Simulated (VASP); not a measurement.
# LiF (P6_3/mmc) in VASP: G0W0 quasiparticle levels with PBE

Aim: the G0W0 quasiparticle levels of LiF with PBE.

Program: VASP 6.6.1. These are calculated values, not measurements. Logs are shortened: lines on timing, memory, paths and dates and some standing lists are left out, and cuts for length are marked.

## Step 1: The cell of the first run

It takes space group P6_3/mmc (No. 194, hexagonal). The conventional cell has a = 2.776 Å, b = 2.776 Å, c = 4.783 Å, α = 90.00°, β = 90.00°, γ = 120.00°. Li (site symmetry -3m) has 6 F at 2.00 Å and 2 Li at 2.39 Å within 2.6 Å. F (site symmetry -6m2) has 6 Li at 2.00 Å within 2.6 Å.

## Step 2: G0W0 quasiparticle levels, PBE

POSCAR

```
LiF
1.0
    2.7757075842      0.0000000000      0.0000000000
   -1.3878537921      2.4038332814      0.0000000000
    0.0000000000      0.0000000000      4.7826938714
Li F
2 2
Direct
    0.0000000000      0.0000000000      0.0000000000
    0.0000000000      0.0000000000      0.5000000000
    0.3333333333      0.6666666667      0.2500000000
    0.6666666667      0.3333333333      0.7500000000
```

INCAR.step1

```
SYSTEM = LiF
ALGO = Normal
EDIFF = 1E-8
ENCUT = 500
GGA = PE
ISMEAR = 0
LASPH = .TRUE.
LCHARG = .FALSE.
LREAL = .FALSE.
LWAVE = .TRUE.
NELM = 60
PREC = Accurate
SIGMA = 0.01
```

INCAR.step2

```
SYSTEM = LiF
ALGO = Exact
EDIFF = 1E-8
ENCUT = 500
GGA = PE
ISMEAR = 0
ISTART = 1
LASPH = .TRUE.
LCHARG = .FALSE.
LOPTICS = .TRUE.
LREAL = .FALSE.
LWAVE = .TRUE.
NBANDS = 128
NELM = 1
PREC = Accurate
SIGMA = 0.01
```

INCAR.step3

```
SYSTEM = LiF
ALGO = EVGW0
EDIFF = 1E-8
ENCUT = 500
ENCUTGW = 140.0
GGA = PE
ISMEAR = 0
ISTART = 1
LASPH = .TRUE.
LCHARG = .FALSE.
LREAL = .FALSE.
LWAVE = .FALSE.
NBANDS = 128
NBANDSGW = 16
NELMGW = 1
NOMEGA = 96
OMEGAMAX = 20
PREC = Accurate
PRECFOCK = Fast
SIGMA = 0.01
```

KPOINTS

```
k-points
0
G
  6 6 4
  0 0 0
```

Potentials or basis: VASP PAW PBE potentials, release 64 (Li_GW, F_GW).

Started as:

```bash
cat potpaw_PBE.64/Li_GW/POTCAR potpaw_PBE.64/F_GW/POTCAR > POTCAR
cp INCAR.step1 INCAR
mpirun -np 1 vasp_std > vasp.out
cp INCAR.step2 INCAR
mpirun -np 1 vasp_std > vasp.out
cp INCAR.step3 INCAR
mpirun -np 1 vasp_std > vasp.out
```

OUTCAR:

```text
SYSTEM = LiF
   EDIFF = 1E-8
   ENCUT = 500
   ENCUTGW = 140.0
   GGA = PE
   ISMEAR = 0
   ISTART = 1
   LASPH = .TRUE.
   LREAL = .FALSE.
   NELMGW = 1
   PREC = Accurate
   PRECFOCK = Fast

 ion  position               nearest neighbor table
   1  0.000  0.000  0.000-   3 2.00   4 2.00   4 2.00   3 2.00   4 2.00   3 2.00   2 2.39   2 2.39

   2  0.000  0.000  0.500-   3 2.00   4 2.00   4 2.00   3 2.00   4 2.00   3 2.00   1 2.39   1 2.39

   3  0.333  0.667  0.250-   1 2.00   2 2.00   1 2.00   2 2.00   1 2.00   2 2.00
   4  0.667  0.333  0.750-   1 2.00   2 2.00   1 2.00   2 2.00   1 2.00   2 2.00

  LATTYP: Found a hexagonal cell.
 ALAT       =     2.7757075842
 C/A-ratio  =     1.7230539336

  Lattice vectors:

 A1 = (   2.7757075842,   0.0000000000,   0.0000000000)
 A2 = (  -1.3878537921,   2.4038332814,   0.0000000000)
 A3 = (   0.0000000000,   0.0000000000,   4.7826938714)

Analysis of symmetry for initial positions (statically):
=====================================================================
 Subroutine PRICEL returns:
 Original cell was already a primitive cell.

 Routine SETGRP: Setting up the symmetry group for a
 hexagonal supercell.

 Subroutine GETGRP returns: Found 24 space group operations
 (whereof 12 operations were pure point group operations)
 out of a pool of 24 trial point group operations.

The static configuration has the point symmetry D_3d.
 The point group associated with its full space group is D_6h.

Analysis of symmetry for dynamics (positions and initial velocities):
=====================================================================
 Subroutine PRICEL returns:
 Original cell was already a primitive cell.

 Routine SETGRP: Setting up the symmetry group for a
 hexagonal supercell.

 Subroutine GETGRP returns: Found 24 space group operations
 (whereof 12 operations were pure point group operations)
 out of a pool of 24 trial point group operations.

The dynamic configuration has the point symmetry D_3d.
 The point group associated with its full space group is D_6h.

 Subroutine INISYM returns: Found 24 space group operations
 (whereof 12 operations are pure point group operations),
 and found     1 'primitive' translations

----------------------------------------------------------------------------------------

                                     Primitive cell

  volume of cell :      31.9118

  direct lattice vectors                    reciprocal lattice vectors
     2.775707584  0.000000000  0.000000000     0.360268497  0.208001114  0.000000000
    -1.387853792  2.403833281  0.000000000     0.000000000  0.416002228  0.000000000
     0.000000000  0.000000000  4.782693871     0.000000000  0.000000000  0.209087185

  length of vectors
     2.775707584  2.775707584  4.782693871     0.416002228  0.416002228  0.209087185

  position of ions in fractional coordinates (direct lattice)
     0.000000000  0.000000000  0.000000000
     0.000000000  0.000000000  0.500000000
     0.333333333  0.666666667  0.250000000
     0.666666667  0.333333333  0.750000000

  ion indices of the primitive-cell ions
   primitive index   ion index
                 1           1
                 2           2
                 3           3
                 4           4

----------------------------------------------------------------------------------------

 KPOINTS: k-points

Automatic generation of k-mesh.
 Grid dimensions read from file:
 generate k-points for:    6    6    4

 Generating k-lattice:

  Cartesian coordinates                     Fractional coordinates (reciprocal lattice)
     0.060044750  0.034666852  0.000000000     0.166666667  0.000000000  0.000000000
     0.000000000  0.069333705  0.000000000     0.000000000  0.166666667  0.000000000
     0.000000000  0.000000000  0.052271796     0.000000000  0.000000000  0.250000000

  Length of vectors
     0.069333705  0.069333705  0.052271796

  Shift w.r.t. Gamma in fractional coordinates (k-lattice)
     0.000000000  0.000000000  0.000000000

 Subroutine IBZKPT returns following result:
 ===========================================

 Found     21 irreducible k-points:

 Following reciprocal coordinates:
            Coordinates               Weight
  0.000000  0.000000  0.000000      1.000000
  0.166667 -0.000000  0.000000      6.000000
  0.333333  0.000000  0.000000      6.000000
  0.500000  0.000000  0.000000      3.000000
  0.166667  0.166667  0.000000      6.000000
  0.333333  0.166667  0.000000     12.000000
[... 13 lines left out ...]
  0.333333  0.166667  0.500000     12.000000
  0.333333  0.333333  0.500000      2.000000
   k-points           NKPTS =     21   k-points in BZ     NKDIM =    144   number of bands    NBANDS=    128
   number of dos      NEDOS =    301   number of ions     NIONS =      4
   total plane-waves  NPLWV =  14400
   dimension x,y,z NGX =    20 NGY =   20 NGZ =   36
   dimension x,y,z NGXF=    40 NGYF=   40 NGZF=   72
   ions per type =               2   2
   NGX,Y,Z   is equivalent  to a cutoff of  11.98, 11.98, 12.51 a.u.
   NGXF,Y,Z  is equivalent  to a cutoff of  23.96, 23.96, 25.03 a.u.
 SYSTEM =  LiF
   PREC   = accura    normal or accurate (medium, high low for compatibility)
   ISTART =      1    job   : 0-new  1-cont  2-samecut
   ICHARG =      0    charge: 1-file 2-atom 10-const
   ISPIN  =      1    spin polarized calculation?
   LNONCOLLINEAR =      F non collinear calculations
   LSORBIT =      F    spin-orbit coupling
   LASPH  =      T    aspherical Exc in radial PAW
   ENCUT  =  500.0 eV  36.75 Ry    6.06 a.u.   5.06  5.06  8.72*2*pi/ulx,y,z
   NELM   =     60;   NELMIN=  2; NELMDL=  0     # of ELM steps
   EDIFF  = 0.1E-07   stopping-criterion for ELM
   LREAL  =      F    real-space projection
   EDIFFG = 0.1E-06   stopping-criterion for IOM
   NSW    =      0    number of steps for IOM
   IBRION =     -1    ionic relax: 0-MD 1-quasi-New 2-CG
   NFREE  =      0    steps in history (QN), initial steepest desc. (CG)
   ISIF   =      0    stress and relaxation
   ISYM   =      3    0-nonsym 1-usesym 2-fastsym
   POTIM  = 0.5000    time-step for ionic-motion
   TEBEG  =    0.0;   TEEND  =   0.0 temperature during run
   PSTRESS=    0.0 pullay stress
   NELECT =      16.0000    total number of electrons
   NUPDOWN=      -1.0000    fix difference up-down
   EMIN   =  10.00;   EMAX   =-10.00  energy-range for DOS
   EFERMI =   0.00;   METHOD = LEGACY
   ISMEAR =     0;   SIGMA  =   0.01  broadening in eV -4-tet -1-fermi 0-gaus
   EFERMI_NEDOS =   21; number of points for ismear=-14 and -15
   IALGO  =     38    algorithm
   IMIX   =      4    mixing-type and parameters
     AMIX     =   0.40;   BMIX     =  1.00
     AMIX_MAG =   1.60;   BMIX_MAG =  1.00
  volume/ion in A,a.u.               =       7.98        53.84
  Fermi-wavevector in a.u.,A,eV,Ry     =   1.300563  2.457707 23.013754  1.691463
  Thomas-Fermi vector in A             =   2.431753
   LORBIT       =      0    0 simple, 1 ext, 2 COOP (PROOUT), +10 PAW based schemes
   GGA     = PE    functional components
   LHFCALC =     T    Hartree Fock is set to
   PRECFOCK=fast      Normal, Fast or Accurate (Low or Medium for compatibility)
   ENCUT4O =  -1.0   cutoff for four orbital integrals eV
   NKREDX  =     1    reduce k-point grid by
   NKREDY  =     1    reduce k-point grid by
   NKREDZ  =     1    reduce k-point grid by
   AEXX    =    1.0000 exact exchange contribution
   HFSCREEN=    0.0000 screening length (either q_TF or 0.3 A-1)
   HFSCREENC=   0.0000 screening length for correlation (either q_TF or 0.3 A-1)
   ENCUTFOCK=  -1.0 apply spherical cutoff to Coloumb kernel
   IVDW    =     0    specifies the selected vdW correction
   LEPSILON=     F    determine dielectric tensor
   LRPA    =     F    only Hartree local field effects (RPA)
   LRPAFORCE           =     F    calculate RPA forces
   ENCUTGW             = 140.0    cutoff for response function in eV
   ENCUTGWSOFT         = 112.0    soft cutoff for Coulomb kernel in GW response function in eV
   ENCUTLF             =  -1.0    cutoff for local field effects
   NELMGW              =     1    number of iterations in solving QP/BSE equation
   NELMHF              =     1    number of iterations in the inner HF iteration
   NKREDLFX            =     1    NKREDLFY  =   1   NKREDLFZ  =   1
 non-spin polarized calculation
 Gauss-broadening in eV      SIGMA  =   0.01
  energy-cutoff  :      500.00
  volume of cell :       31.91
 maximum number of plane-waves:       825
  NGX = 12; NGY = 12; NGZ = 20
   NGX = 11   NGY = 11   NGZ = 17
 maximum number of plane-waves:       135

 QP shifts <psi_nk| G(iteration)W_0 |psi_nk>: iteration 1
 for sc-GW calculations column KS-energies equals QP-energies in previous step
 and V_xc(KS)=  KS-energies - (<T + V_ion + V_H > + <T+V_H+V_ion>^1  + <V_x>^1)

 k-point   1 :       0.0000    0.0000    0.0000
  band No.  KS-energies  QP-energies   sigma(KS)   V_xc(KS)     V^pw_x(r,r')   Z            occupation Imag(sigma)

      1     -23.1933     -27.5439     -27.8495     -22.2954     -36.5040       0.7833       2.0000       0.9909
      2     -22.7929     -27.1950     -28.3119     -22.8365     -36.9769       0.8040       2.0000       0.9600
      3      -5.7446      -8.9538     -22.9992     -19.0464     -27.3863       0.8119       2.0000       0.0459
      4      -3.3032      -5.9986     -26.0066     -22.7076     -30.5541       0.8170       2.0000       0.0377
      5      -3.1917      -5.8552     -26.0653     -22.8020     -30.6630       0.8162       2.0000       0.0371
      6      -3.1917      -5.8552     -26.0653     -22.8020     -30.6630       0.8162       2.0000       0.0371
[... 8 lines left out ...]
     15      20.3560      22.8323      -5.0212      -7.8835      -1.2456       0.8651       0.0000      -0.0663
     16      20.3560      22.8323      -5.0212      -7.8835      -1.2456       0.8651       0.0000      -0.0663

 k-point   2 :       0.1667   -0.0000    0.0000
  band No.  KS-energies  QP-energies   sigma(KS)   V_xc(KS)     V^pw_x(r,r')   Z            occupation Imag(sigma)

      1     -23.0795     -27.4357     -27.9709     -22.4346     -36.6237       0.7869       2.0000       0.9848
      2     -22.6936     -27.1080     -28.4228     -22.9612     -37.0906       0.8083       2.0000       0.9492
      3      -5.6072      -8.7767     -23.1108     -19.2054     -27.4945       0.8116       2.0000       0.0452
      4      -4.0000      -6.8191     -24.8414     -21.3835     -29.3278       0.8152       2.0000       0.0391
      5      -3.6462      -6.3986     -25.2624     -21.8924     -29.7594       0.8168       2.0000       0.0378
      6      -3.4291      -6.1403     -25.7151     -22.3938     -30.2930       0.8163       2.0000       0.0378
[... 8 lines left out ...]
     15      18.1856      19.8729      -6.1045      -8.0570      -2.3897       0.8642       0.0000      -0.0606
     16      18.5875      20.9061      -5.3308      -7.9926      -1.6823       0.8711       0.0000      -0.0520
[... 348 lines left out ...]
      5      -4.3350      -7.2215     -24.5498     -21.0049     -29.0369       0.8143       2.0000       0.0408
      6      -4.3350      -7.2215     -24.5498     -21.0049     -29.0369       0.8143       2.0000       0.0408
[... 8 lines left out ...]
     15      18.3594      20.5427      -6.1960      -8.7204      -2.5042       0.8649       0.0000      -0.0563
     16      18.3594      20.5427      -6.1960      -8.7204      -2.5042       0.8649       0.0000      -0.0563

 k-point  21 :       0.3333    0.3333    0.5000
  band No.  KS-energies  QP-energies   sigma(KS)   V_xc(KS)     V^pw_x(r,r')   Z            occupation Imag(sigma)

      1     -22.4784     -26.8334     -28.6528     -23.2237     -37.3297       0.8022       2.0000       0.9256
      2     -22.4784     -26.8334     -28.6528     -23.2237     -37.3297       0.8022       2.0000       0.9256
      3      -5.5998      -8.7052     -22.9235     -19.1003     -27.2925       0.8122       2.0000       0.0457
      4      -5.5998      -8.7052     -22.9235     -19.1003     -27.2925       0.8122       2.0000       0.0457
      5      -4.8156      -7.7993     -24.0041     -20.3338     -28.4862       0.8129       2.0000       0.0429
      6      -4.8156      -7.7993     -24.0041     -20.3338     -28.4862       0.8129       2.0000       0.0429
[... 8 lines left out ...]
     15      19.0897      21.2288      -5.8956      -8.3584      -2.1958       0.8686       0.0000      -0.0587
     16      19.0897      21.2288      -5.8956      -8.3584      -2.1958       0.8686       0.0000      -0.0587
```

Run time: 4.9 min. Hardware: 1 thread of Intel Xeon 6975P-C (Granite Rapids), shared host; peak memory 0.54 GiB.

Results:

```yaml
Quasiparticle_gap: 13.47 eV
Least_direct_quasiparticle_gap: 13.47 eV
Band_gap_of_the_starting_levels_on_the_mesh: 9.17 eV
Least_direct_gap_of_the_starting_levels_on_the_mesh: 9.17 eV
```

Caveat: the k points lie up to 0.44 Å⁻¹ apart; bands, screening cutoff and mesh are small and nothing is extrapolated, so the quasiparticle values aren't converged.
